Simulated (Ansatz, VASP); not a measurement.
## AlNi: VASP beside Ansatz

```xyz
2
Lattice="1.9387 -1.9532 0.0000 1.9387 1.9532 0.0000 0.0000 0.0000 3.0994" Properties=species:S:1:pos:R:3 pbc="T T T"
Al    0.0000    0.0000    0.0000
Ni    1.9387    0.0000    1.5497
```

Alike in both runs: task single point; functional r2SCAN; k mesh 4 × 4 × 4; occupations gaussian, width 0.1 eV; no spin polarisation.

```csv
,VASP,Ansatz
version,VASP 6.6.1,Ansatz 0.2.0
potentials or method,"VASP PAW PBE potentials, release 64 (Al, Ni), cutoff 520 eV","scalar-relativistic, plane waves, PAW"
valence electrons in the cell,13,21
```

VASP gave:

* gap on the k mesh at the Fermi level (eV): none
* pressure (GPa): 0.1
* traceless stress, the component that is largest in VASP (GPa): -7.70

Problem. Which values does Ansatz return?

Solution. gap on the k mesh at the Fermi level (eV): none; pressure (GPa): 0.4; traceless stress, the component that is largest in VASP (GPa): -7.55.

VASP's potentials were made for PBE, not for r2SCAN. A gap of «none» marks a metal or a gap that the smearing closes. VASP's potentials hold 13 valence electrons a cell and Ansatz's 21, so a difference there can come from the potentials and not from the codes.

The k mesh is coarse, so the values compare programs but aren't converged.
